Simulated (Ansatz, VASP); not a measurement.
# Two plane-wave programs on GaPSe3

INCAR

```
PREC = Accurate
ENCUT = 600
EDIFF = 1E-6
ISMEAR = 0
SIGMA = 0.1
LREAL = F
LASPH = T
NELM = 100
ALGO = Normal
ISIF = 3
LWAVE = F
LCHARG = F
GGA = PE
IBRION = 2
NSW = 100
EDIFFG = -0.01
```

KPOINTS

```
regular mesh
0
Gamma
  8 8 6
```

File POSCAR:

```
GaPSe3
1.0
    4.5656245956      0.0000000000      0.0000000000
    0.0000000000      4.5656245956      0.0000000000
    0.0000000000      0.0000000000      6.1515885408
Ga P Se
1 1 3
Direct
    0.0000000000      0.0000000000      0.0360376139
    0.5000000000      0.5000000000      0.5838370862
    0.5000000000      0.5000000000      0.9417561739
    0.0000000000      0.5000000000      0.4491845630
    0.5000000000      0.0000000000      0.4491845630
```

Input for Ansatz:

```yaml
crystal:
  lattice:
    - [4.5656245956, 0.0, 0.0]
    - [0.0, 4.5656245956, 0.0]
    - [0.0, 0.0, 6.1515885408]
  atoms:
    - { symbol: Ga, position: [0.0, 0.0, 0.0360376139] }
    - { symbol: P, position: [0.5, 0.5, 0.5838370862] }
    - { symbol: Se, position: [0.5, 0.5, 0.9417561739] }
    - { symbol: Se, position: [0.0, 0.5, 0.449184563] }
    - { symbol: Se, position: [0.5, 0.0, 0.449184563] }
basis:
  ecutwfc: 420
kpoints:
  mp_grid: { grid: [8, 8, 6] }
hamiltonian:
  xc: pbe
scf:
  occupations: { method: gaussian, width: 0.1 }
output:
  forces: true
  stress: true
  eigenvalues: true
relax:
  adjacent_minimum: "off"
  f_tol: 0.01
  max_steps: 80
  cell: { stress_tol: 0.05 }
```

Alike in both runs: task relaxation of cell and atoms; functional PBE; k mesh 8 × 8 × 6; occupations gaussian, width 0.1 eV; no spin polarisation.

|  | VASP | Ansatz |
| --- | --- | --- |
| version | VASP 6.6.1 | Ansatz 0.2.0 |
| potentials or method | VASP PAW PBE potentials, release 64 (Ga_d, P, Se), cutoff 600 eV | scalar-relativistic, plane waves, PAW |
| valence electrons in the cell | 36 | 66 |

Ansatz gave:

| Item | Value |
| --- | --- |
| gap on the k mesh at the Fermi level, each at its own relaxed structure (eV) | none |
| relaxed volume (Å³/atom) | 25.16 |
| relaxed cell length with the largest relative difference (Å) | 5.988 |

Estimate VASP's values.

gap on the k mesh at the Fermi level, each at its own relaxed structure (eV): none; relaxed volume (Å³/atom): 25.15; relaxed cell length with the largest relative difference (Å): 5.986.

A gap of «none» marks a metal or a gap that the smearing closes. VASP's potentials hold 36 valence electrons a cell and Ansatz's 66, so a difference there can come from the potentials and not from the codes.
